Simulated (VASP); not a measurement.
NiCl, 4 atoms in the cell. It takes space group P6_3/mmc (No. 194, hexagonal). Conventional cell: a = 3.458 Å, b = 3.458 Å, c = 9.199 Å, α = 90.00°, β = 90.00°, γ = 120.00°. Ni (site symmetry -6m2) has 3 Cl at 2.00 Å within 2.6 Å. Within 2.6 Å of Cl (site symmetry -6m2) lie 3 Ni at 2.00 Å. 

```yaml
Program: VASP 6.6.1
Task: relaxation of cell and atoms
Functional: PBE
Potentials_or_basis: VASP PAW PBE potentials, release 64 (Ni, Cl)
Cutoff: 600 eV
k_mesh: 6 × 6 × 2
Occupations: gaussian, width 0.1 eV
Spin: collinear spin, ferromagnetic start
Starting_moments: "[0.19, 0.19, 0.02, 0.02] μB"
Dipole_correction: no
Further_INCAR_settings: ALGO = Normal; EDIFF = 1e-06; IBRION = 2; EDIFFG = -0.04; NSW = 90; ISIF = 3
```

Potentials or basis: VASP PAW PBE potentials, release 64 (Ni, Cl).

Command:

```bash
$ cat potpaw_PBE.64/Ni/POTCAR potpaw_PBE.64/Cl/POTCAR > POTCAR
$ mpirun -np 1 vasp_std > vasp.out
```

Hardware: 1 thread of Intel(R) Xeon(R) 6975P-C (Granite Rapids), with other jobs on the host.

Question: How long does it take, and how much memory?

Answer: Wall time 2 min on 1 thread of Intel(R) Xeon(R) 6975P-C (Granite Rapids), with other jobs on the host, peak memory 0.31 GiB. Counts: scf iterations 50, k points 14, ion steps 3.
